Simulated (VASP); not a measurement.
# P (P4/mmm) in VASP: notebook

The runs below take P through single point, relaxation of cell and atoms, with PBE.

Program: VASP 6.6.1. These are calculated values, not measurements. Logs are shortened: lines on timing, memory, paths and dates and some standing lists are left out, and cuts for length are marked.

### Step 1. The cell of the first run

The structure is tetragonal, space group P4/mmm (No. 123). The conventional cell has a = 3.362 Å, b = 3.362 Å, c = 1.878 Å, α = 90.00°, β = 90.00°, γ = 90.00°. P (site symmetry 4/mmm) has 2 P at 1.88 Å within 2.5 Å.

The cell was built from a structure type or drawn by symmetry, and may not be a known phase.

### Step 2. Single point, PBE

INCAR

```
ALGO = Normal ; EDIFF = 1E-7
ENCUT = 520 ; GGA = PE
ISIF = 2 ; ISMEAR = 0
LASPH = T ; LCHARG = T
LELF = T ; LREAL = F
LVHAR = T ; LWAVE = F
NBANDS = 8 ; NELM = 100
PREC = Accurate ; SIGMA = 0.1
```

KPOINTS

```
k-points
0
Gamma
  6 6 8
```

POSCAR

```
P
1.0
    3.3623545600      0.0000000000      0.0000000000
    0.0000000000      3.3623545600      0.0000000000
    0.0000000000      0.0000000000      1.8777433300
P
1
Direct
    0.5000000000      0.5000000000      0.5000000000
```

Potentials or basis: VASP PAW PBE potentials, release 64 (P).

Launch:

```bash
> cat potpaw_PBE.64/P/POTCAR > POTCAR
> mpirun -np 1 vasp_std > vasp.out
```

OUTCAR:

```text
EDIFF = 1E-7
   ENCUT = 520
   GGA = PE
   ISIF = 2
   ISMEAR = 0
   LASPH = T
   LREAL = F
   NELM = 100
   PREC = Accurate

 ion  position               nearest neighbor table
   1  0.500  0.500  0.500-

  LATTYP: Found a simple tetragonal cell.
 ALAT       =     3.3623545600
 C/A-ratio  =     0.5584608335

  Lattice vectors:

 A1 = (   3.3623545600,   0.0000000000,   0.0000000000)
 A2 = (   0.0000000000,   3.3623545600,   0.0000000000)
 A3 = (   0.0000000000,   0.0000000000,   1.8777433300)

Analysis of symmetry for initial positions (statically):
=====================================================================
 Subroutine PRICEL returns:
 Original cell was already a primitive cell.

 Routine SETGRP: Setting up the symmetry group for a
 simple tetragonal supercell.

 Subroutine GETGRP returns: Found 16 space group operations
 (whereof 16 operations were pure point group operations)
 out of a pool of 16 trial point group operations.

The static configuration has the point symmetry D_4h.

Analysis of symmetry for dynamics (positions and initial velocities):
=====================================================================
 Subroutine PRICEL returns:
 Original cell was already a primitive cell.

 Routine SETGRP: Setting up the symmetry group for a
 simple tetragonal supercell.

 Subroutine GETGRP returns: Found 16 space group operations
 (whereof 16 operations were pure point group operations)
 out of a pool of 16 trial point group operations.

The dynamic configuration has the point symmetry D_4h.

 Subroutine INISYM returns: Found 16 space group operations
 (whereof 16 operations are pure point group operations),
 and found     1 'primitive' translations

----------------------------------------------------------------------------------------

                                     Primitive cell

  volume of cell :      21.2287

  direct lattice vectors                    reciprocal lattice vectors
     3.362354560  0.000000000  0.000000000     0.297410634  0.000000000  0.000000000
     0.000000000  3.362354560  0.000000000     0.000000000  0.297410634  0.000000000
     0.000000000  0.000000000  1.877743330     0.000000000  0.000000000  0.532554148

  length of vectors
     3.362354560  3.362354560  1.877743330     0.297410634  0.297410634  0.532554148

  position of ions in fractional coordinates (direct lattice)
     0.500000000  0.500000000  0.500000000

  ion indices of the primitive-cell ions
   primitive index   ion index
                 1           1

----------------------------------------------------------------------------------------

 KPOINTS: k-points

Automatic generation of k-mesh.
 Grid dimensions read from file:
 generate k-points for:    6    6    8

 Generating k-lattice:

  Cartesian coordinates                     Fractional coordinates (reciprocal lattice)
     0.049568439  0.000000000  0.000000000     0.166666667  0.000000000  0.000000000
     0.000000000  0.049568439  0.000000000     0.000000000  0.166666667  0.000000000
     0.000000000  0.000000000  0.066569269     0.000000000  0.000000000  0.125000000

  Length of vectors
     0.049568439  0.049568439  0.066569269

  Shift w.r.t. Gamma in fractional coordinates (k-lattice)
     0.000000000  0.000000000  0.000000000

 Subroutine IBZKPT returns following result:
 ===========================================

 Found     50 irreducible k-points:

 Following reciprocal coordinates:
            Coordinates               Weight
  0.000000  0.000000  0.000000      1.000000
  0.166667  0.000000  0.000000      4.000000
  0.333333  0.000000  0.000000      4.000000
  0.500000  0.000000  0.000000      2.000000
  0.166667  0.166667  0.000000      4.000000
  0.333333  0.166667  0.000000      8.000000
[... 16 lines left out ...]
  0.333333  0.000000  0.250000      8.000000
  0.500000  0.000000  0.250000      4.000000
 [... further k-points ...]
   k-points           NKPTS =     50   k-points in BZ     NKDIM =     50   number of bands    NBANDS=      8
   number of dos      NEDOS =    301   number of ions     NIONS =      1
   total plane-waves  NPLWV =  10976
   dimension x,y,z NGX =    28 NGY =   28 NGZ =   14
   dimension x,y,z NGXF=    56 NGYF=   56 NGZF=   28
   ions per type =               1
   NGX,Y,Z   is equivalent  to a cutoff of  13.84, 13.84, 12.39 a.u.
   NGXF,Y,Z  is equivalent  to a cutoff of  27.69, 27.69, 24.79 a.u.
 SYSTEM =  unknown system
   PREC   = accura    normal or accurate (medium, high low for compatibility)
   ISTART =      0    job   : 0-new  1-cont  2-samecut
   ICHARG =      2    charge: 1-file 2-atom 10-const
   ISPIN  =      1    spin polarized calculation?
   LNONCOLLINEAR =      F non collinear calculations
   LSORBIT =      F    spin-orbit coupling
   LASPH  =      T    aspherical Exc in radial PAW
   ENCUT  =  520.0 eV  38.22 Ry    6.18 a.u.   6.25  6.25  3.49*2*pi/ulx,y,z
   NELM   =    100;   NELMIN=  2; NELMDL= -5     # of ELM steps
   EDIFF  = 0.1E-06   stopping-criterion for ELM
   LREAL  =      F    real-space projection
   EDIFFG = 0.1E-05   stopping-criterion for IOM
   NSW    =      0    number of steps for IOM
   IBRION =     -1    ionic relax: 0-MD 1-quasi-New 2-CG
   NFREE  =      0    steps in history (QN), initial steepest desc. (CG)
   ISIF   =      2    stress and relaxation
   ISYM   =      2    0-nonsym 1-usesym 2-fastsym
   POTIM  = 0.5000    time-step for ionic-motion
   TEBEG  =    0.0;   TEEND  =   0.0 temperature during run
   PSTRESS=    0.0 pullay stress
   NELECT =       5.0000    total number of electrons
   NUPDOWN=      -1.0000    fix difference up-down
   EMIN   =  10.00;   EMAX   =-10.00  energy-range for DOS
   EFERMI =   0.00;   METHOD = LEGACY
   ISMEAR =     0;   SIGMA  =   0.10  broadening in eV -4-tet -1-fermi 0-gaus
   EFERMI_NEDOS =   21; number of points for ismear=-14 and -15
   IALGO  =     38    algorithm
   IMIX   =      4    mixing-type and parameters
     AMIX     =   0.40;   BMIX     =  1.00
     AMIX_MAG =   1.60;   BMIX_MAG =  1.00
  volume/ion in A,a.u.               =      21.23       143.26
  Fermi-wavevector in a.u.,A,eV,Ry     =   1.011014  1.910539 13.907180  1.022149
  Thomas-Fermi vector in A             =   2.144038
   LORBIT       =      0    0 simple, 1 ext, 2 COOP (PROOUT), +10 PAW based schemes
   GGA     = PE    functional components
   LHFCALC =     F    Hartree Fock is set to
   AEXX    =    0.0000 exact exchange contribution
   IVDW    =     0    specifies the selected vdW correction
   LEPSILON=     F    determine dielectric tensor
   LRPA    =     F    only Hartree local field effects (RPA)
 non-spin polarized calculation
 Gauss-broadening in eV      SIGMA  =   0.10
  energy-cutoff  :      520.00
  volume of cell :       21.23
 maximum number of plane-waves:       591
 NGX is ok and might be reduce to    28
   NGX = 13   NGY = 13   NGZ =  7

 number of electron       5.0000000 magnetization

 Free energy of the ion-electron system (eV)
  ---------------------------------------------------
  ext. energy  EPLUGINS =         0.00000000
  ---------------------------------------------------
  free energy    TOTEN  =        -3.60869608 eV

  energy without entropy =       -3.60541838  energy(sigma->0) =       -3.60705723

 E-fermi :   4.4417     XC(G=0):  -9.1617

 val. band max:        4.4289959506   @ k =   0.5000   0.3333   0.3750
 cond. band min:       4.5101609995   @ k =   0.3333   0.3333   0.3750
 fundamental gap:      0.0811650489
 Fermi energy:         4.4416514966

 k-point     1 :       0.0000    0.0000    0.0000
  band No.  band energies     occupation
      1     -10.7648      2.00000
      2       2.2337      2.00000
      3       2.2337      2.00000
      4       7.3766      0.00000
      5       9.2165      0.00000
      6      16.8636      0.00000
      7      21.1692      0.00000
      8      22.2522      0.00000

 k-point     2 :       0.1667    0.0000    0.0000
  band No.  band energies     occupation
      1     -10.6201      2.00000
      2       0.9136      2.00000
      3       2.3475      2.00000
      4       8.2154      0.00000
      5      10.6170      0.00000
      6      15.4073      0.00000
      7      18.6580      0.00000
      8      24.4963      0.00000

 k-point     3 :       0.3333    0.0000    0.0000
  band No.  band energies     occupation
      1     -10.2980      2.00000
      2      -0.8573      2.00000
      3       2.5940      2.00000
      4       9.0196      0.00000
      5      13.5962      0.00000
      6      13.8203      0.00000
      7      16.7714      0.00000
      8      24.7484      0.00000

 k-point     4 :       0.5000    0.0000    0.0000
  band No.  band energies     occupation
      1     -10.1161      2.00000
      2      -1.5778      2.00000
      3       2.7286      2.00000
      4       9.4419      0.00000
      5      12.8914      0.00000
      6      14.4083      0.00000
      7      18.1969      0.00000
      8      22.4151      0.00000

 k-point     5 :       0.1667    0.1667    0.0000
  band No.  band energies     occupation
      1     -10.4772      2.00000
      2       0.9514      2.00000
      3       1.1728      2.00000
      4       9.6813      0.00000
      5      11.2720      0.00000
      6      13.5778      0.00000
      7      20.1406      0.00000
      8      23.2355      0.00000
[... 177 lines left out ...]
 k-point    22 :       0.1667    0.0000    0.2500
  band No.  band energies     occupation
      1      -8.2233      2.00000
      2       3.2438      2.00000
      3       4.6424      0.00452
      4       8.2761      0.00000
      5      12.7497      0.00000
      6      14.7112      0.00000
      7      17.8949      0.00000
      8      22.2695      0.00000

 k-point    23 :       0.3333    0.0000    0.2500
  band No.  band energies     occupation
      1      -7.9187      2.00000
      2       1.5521      2.00000
      3       4.8757      0.00000
      4       8.8745      0.00000
      5      13.9616      0.00000
      6      16.1293      0.00000
      7      16.6043      0.00000
      8      20.9944      0.00000

 k-point    24 :       0.5000    0.0000    0.2500
  band No.  band energies     occupation
      1      -7.7479      2.00000
      2       0.8651      2.00000
      3       5.0023      0.00000
      4       9.0940      0.00000
      5      14.5334      0.00000
      6      15.4412      0.00000
      7      16.8983      0.00000
      8      20.6096      0.00000

 [... further k-points ...]

------------------------ aborting loop because EDIFF is reached ----------------------------------------

  FORCE on cell =-STRESS in cart. coord.  units (eV):
  Direction    XX          YY          ZZ          XY          YZ          ZX
  --------------------------------------------------------------------------------------
  -------------------------------------------------------------------------------------
  Total       -0.4376656     -0.4376656     10.7064074      0.0000000      0.0000000      0.0000000
  in kB      -33.0316101    -33.0316101    808.0367295      0.0000000      0.0000000      0.0000000
  external PRESSURE =     247.3245031 kB  Pullay stress =       0.0000000 kB

 VOLUME and BASIS-vectors are now :
 -----------------------------------------------------------------------------
  energy-cutoff  :      520.00
  volume of cell :       21.23
      direct lattice vectors                 reciprocal lattice vectors
     3.362354560  0.000000000  0.000000000     0.297410634  0.000000000  0.000000000
     0.000000000  3.362354560  0.000000000     0.000000000  0.297410634  0.000000000
     0.000000000  0.000000000  1.877743330     0.000000000  0.000000000  0.532554148

 POSITION                                       TOTAL-FORCE (eV/Angst)
 -----------------------------------------------------------------------------------
      1.68118      1.68118      0.93887         0.000000      0.000000      0.000000
 -----------------------------------------------------------------------------------
    total drift:                               -0.000000      0.000000     -0.000000

  FREE ENERGIE OF THE ION-ELECTRON SYSTEM (eV)
  ---------------------------------------------------
  free  energy   TOTEN  =        -3.6086960814 eV

  energy  without entropy=       -3.6054183754  energy(sigma->0) =       -3.60705723
```

It used 7.6 s of CPU time on 1 thread of Intel(R) Xeon(R) Platinum 8175M CPU @ 2.50GHz (Skylake/Cascade Lake), on a shared host.

Results:

- Free energy: -3.6087 eV
- Pressure: 24.7 GPa
- Band gap on the k mesh: zero (an odd number of electrons rules out a gap without spin polarisation)

Stress tensor (GPa, compression positive):
```
-3.30  0.00  0.00
 0.00 -3.30  0.00
 0.00  0.00 80.80
```

Levels at points of the mesh, in eV from the Fermi level:
```tsv
k point	band 1	band 2	band 3	band 4	band 5	band 6	band 7
(0.00, 0.00, 0.00)	-15.21	-2.21	-2.21	2.93	4.77	12.42	16.73
(0.50, 0.00, 0.00)	-14.56	-6.02	-1.71	5.00	8.45	9.97	13.76
(0.50, 0.50, 0.00)	-13.96	-5.20	-5.20	2.63	13.31	15.03	17.16
(0.00, 0.00, 0.50)	-7.57	-3.45	6.27	6.27	7.95	7.95	12.81
(0.50, 0.00, 0.50)	-7.24	-2.44	2.94	4.75	6.68	8.34	15.92
(0.50, 0.50, 0.50)	-6.94	-1.43	3.61	3.61	5.47	5.47	12.06
```

Caveat: the k points lie up to 0.42 Å⁻¹ apart, too coarse for converged energies and pressures of a metal.

### Step 3. Relaxation of cell and atoms, PBE

INCAR

```
SYSTEM = P
  ALGO = Normal
  EDIFF = 1E-7
  EDIFFG = -0.04
  ENCUT = 600
  GGA = PE
  IBRION = 2
  ISIF = 3
  ISMEAR = 0
  LASPH = .TRUE.
  LCHARG = .FALSE.
  LREAL = .FALSE.
  LWAVE = .FALSE.
  NELM = 80
  NSW = 90
  PREC = Accurate
  SIGMA = 0.1
```

KPOINTS

```
k-points
0
G
  6 6 8
  0 0 0
```

POSCAR is that of step 2.

Potentials or basis: VASP PAW PBE potentials, release 64 (P).

Launch:

```bash
> cat potpaw_PBE.64/P/POTCAR > POTCAR
> mpirun -np 1 vasp_std > vasp.out
```

Wall time 2.6 min (1 thread of Intel Xeon Platinum 8175M at 2.50GHz (Skylake/Cascade Lake), shared host); peak memory 0.13 GiB.

Results (log left out):

- Free energy: -5.2989 eV
- Relaxed volume: 14.61 Å³/atom
- Relaxed cell: a = 2.435 Å, b = 2.435 Å, c = 2.464 Å, α = 90.00°, β = 90.00°, γ = 90.00°
- Space group after relaxing (to 0.1 Å): Pm-3m (No. 221)
- Energy gained by relaxing: 1689.9 meV/atom
- Ionic steps: 23
- Pressure after relaxing: -0.2 GPa
- Band gap on the k mesh: zero (an odd number of electrons rules out a gap without spin polarisation)

The path:
| step | energy change (eV) | largest force (eV/Å) | pressure (GPa) | volume (Å³) |
| --- | --- | --- | --- | --- |
| 1 | 0.0000 | 0.0000 | 24.75 | 21.23 |
| 2 | -0.0398 | 0.0000 | -15.59 | 30.86 |
| 3 | -0.2281 | 0.0000 | -15.62 | 29.02 |
| 4 | -0.4773 | 0.0000 | -14.37 | 27.31 |
| 5 | -0.7169 | 0.0000 | -2.58 | 24.31 |
| 6 | -0.7202 | 0.0000 | -5.09 | 24.67 |
| 7 | -0.7203 | 0.0000 | -4.63 | 24.60 |
| 8 | -0.8398 | 0.0000 | -6.22 | 22.62 |
| 9 | -0.9827 | 0.0000 | -7.14 | 20.69 |
| 10 | -1.2955 | 0.0000 | -5.88 | 17.06 |
| 11 | -1.0231 | 0.0000 | 67.89 | 10.77 |
| 12 | -1.4645 | 0.0000 | -1.70 | 15.38 |
| 13 | -1.5559 | 0.0000 | 19.04 | 12.98 |
| 14 | -1.5566 | 0.0000 | 11.77 | 13.59 |
| 15 | -1.5616 | 0.0000 | 14.95 | 13.30 |
| 16 | -1.5793 | 0.0000 | 17.25 | 13.08 |
| 17 | -1.5810 | 0.0000 | 18.38 | 12.98 |
| 18 | -1.5988 | 0.0000 | 16.35 | 13.12 |
| 19 | -1.6407 | 0.0000 | 10.55 | 13.55 |
| 20 | -1.6825 | 0.0000 | 1.30 | 14.44 |
| 21 | -1.6849 | 0.0000 | -1.04 | 14.72 |
| 22 | -1.6874 | 0.0000 | -0.81 | 14.69 |
| 23 | -1.6899 | 0.0000 | -0.19 | 14.61 |

Final structure:
```yaml
crystal:
  lattice:
    - [2.43507, 0.00000, 0.00000]
    - [0.00000, 2.43507, 0.00000]
    - [0.00000, 0.00000, 2.46439]
  atoms:
    - { symbol: P, position: [0.50000, 0.50000, 0.50000] }
```

Levels at points of the mesh, in eV from the Fermi level:
```csv
k point,band 1,band 2,band 3,band 4,band 5,band 6
"(0.00, 0.00, 0.00)",-16.53,4.61,5.10,5.10,6.67,6.82
"(0.50, 0.00, 0.00)",-12.15,-8.70,7.47,7.96,9.32,14.42
"(0.50, 0.50, 0.00)",-7.38,-5.28,-5.28,0.97,10.13,17.01
"(0.00, 0.00, 0.50)",-12.38,-8.68,7.79,7.79,9.25,14.47
"(0.50, 0.00, 0.50)",-7.65,-5.45,-5.23,0.95,10.44,17.04
"(0.50, 0.50, 0.50)",-2.32,-2.32,-2.08,-1.76,4.69,4.69
```

Caveat: the k points lie up to 0.43 Å⁻¹ apart in the final cell, too coarse for converged energies and pressures of a metal; the volume moved by over 15 % at a fixed basis, so the end points are rough.
